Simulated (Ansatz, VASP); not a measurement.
# Two plane-wave programs on BaTiO3

```
CELL_PARAMETERS angstrom
2.90782 1.67883 2.37902
-2.90782 1.67883 2.37902
0.00000 -3.35766 2.37902
ATOMIC_POSITIONS crystal
Ba 0.99997 0.99997 0.99997
Ti 0.50770 0.50770 0.50770
O 0.49225 0.49225 0.98652
O 0.49225 0.98652 0.49225
O 0.98652 0.49225 0.49225
```

Change from the starting cell: strain +0.025 along x and y, +0.025 along z, atoms carried along.

Alike in both runs: task single point; functional r2SCAN; k mesh 6 × 6 × 6; occupations gaussian, width 0.05 eV; no spin polarisation; Hubbard terms Ti d U = 4.0 eV.

```csv
,VASP,Ansatz
version,VASP 6.6.1,Ansatz 0.2.0
potentials or method,"VASP PAW PBE potentials, release 64 (Ba_sv, Ti_sv, O), cutoff 520 eV","scalar-relativistic, plane waves, PAW"
valence electrons in the cell,40,40
```

|  | VASP | Ansatz | Ansatz less VASP |
| --- | --- | --- | --- |
| gap on the k mesh at the Fermi level (eV) | 2.68 | 2.66 | -0.018 |
| least direct gap on the mesh (eV) | 3.03 | 2.99 | -0.039 |
| pressure (GPa) | -8.2 | -11.1 | -2.91 |
| traceless stress, the component that is largest in VASP (GPa) | 0.04 | 0.20 | +0.163 |
| rms of the force components (eV/Å) | 0.030 | 0.196 | +0.1654 |

VASP's potentials were made for PBE, not for r2SCAN. The programs project onto different local orbitals, so the same U acts differently, and such runs can settle in different states. Atom by atom the forces differ by 0.174 eV/Å (rms over components).

Neither program's run includes spin-orbit coupling.
